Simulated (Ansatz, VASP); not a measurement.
## In3Sb: VASP beside Ansatz

File INCAR:

```
SYSTEM = In3Sb
PREC     = Accurate       ! precision mode
ENCUT    = 520            ! plane-wave cutoff, eV
EDIFF    = 1E-6           ! SCF threshold, eV
ISMEAR   = 0              ! smearing method
SIGMA    = 0.1            ! smearing width, eV
LREAL    = .FALSE.        ! projectors in reciprocal space
LASPH    = .TRUE.         ! aspherical terms in the spheres
NELM     = 80             ! most SCF steps
ALGO     = Fast           ! electronic algorithm
ISIF     = 2              ! what is computed and relaxed
LWAVE    = .FALSE.        ! write WAVECAR
LCHARG   = .TRUE.         ! write CHGCAR
GGA      = PS             ! functional
LELF     = .TRUE.         ! ELF
LVHAR    = .TRUE.       
NBANDS   = 30             ! bands
```

KPOINTS

```
regular mesh
0
G
  4 4 4
  0 0 0
```

POSCAR

```
In3Sb
1.0
    4.8369620000      0.0000000000      0.0000000000
    0.0000000000      4.8369620000      0.0000000000
    0.0000000000      0.0000000000      4.8369620000
In Sb
3 1
Direct
    0.5000000000      0.5000000000      0.0000000000
    0.5000000000      0.0000000000      0.5000000000
    0.0000000000      0.5000000000      0.5000000000
    0.0000000000      0.0000000000      0.0000000000
```

Input for Ansatz:

```yaml
crystal:
  lattice:
    - [4.836962, 0.0, 0.0]
    - [0.0, 4.836962, 0.0]
    - [0.0, 0.0, 4.836962]
  atoms:
    - { symbol: In, position: [0.5, 0.5, 0.0] }
    - { symbol: In, position: [0.5, 0.0, 0.5] }
    - { symbol: In, position: [0.0, 0.5, 0.5] }
    - { symbol: Sb, position: [0.0, 0.0, 0.0] }
basis:
  ecutwfc: 420
kpoints:
  mp_grid: { grid: [4, 4, 4] }
hamiltonian:
  xc: pbesol
scf:
  occupations: { method: gaussian, width: 0.1 }
output:
  forces: true
  stress: true
  eigenvalues: true
```

Alike in both runs: task single point; functional PBEsol; k mesh 4 × 4 × 4; occupations gaussian, width 0.1 eV; no spin polarisation.

|  | VASP | Ansatz |
| --- | --- | --- |
| version | VASP 6.6.1 | Ansatz 0.2.0 |
| potentials or method | VASP PAW PBE potentials, release 64 (In_d, Sb), cutoff 520 eV | scalar-relativistic, plane waves, PAW |
| valence electrons in the cell | 44 | 54 |

```csv
,VASP,Ansatz,Ansatz less VASP
gap on the k mesh at the Fermi level (eV),none,none,-
pressure (GPa),-3.2,-3.2,0.00
```

VASP's potentials were made for PBE, not for PBEsol. A gap of «none» marks a metal or a gap that the smearing closes. VASP's potentials hold 44 valence electrons a cell and Ansatz's 54, so a difference there can come from the potentials and not from the codes.

Neither program's run includes spin-orbit coupling.
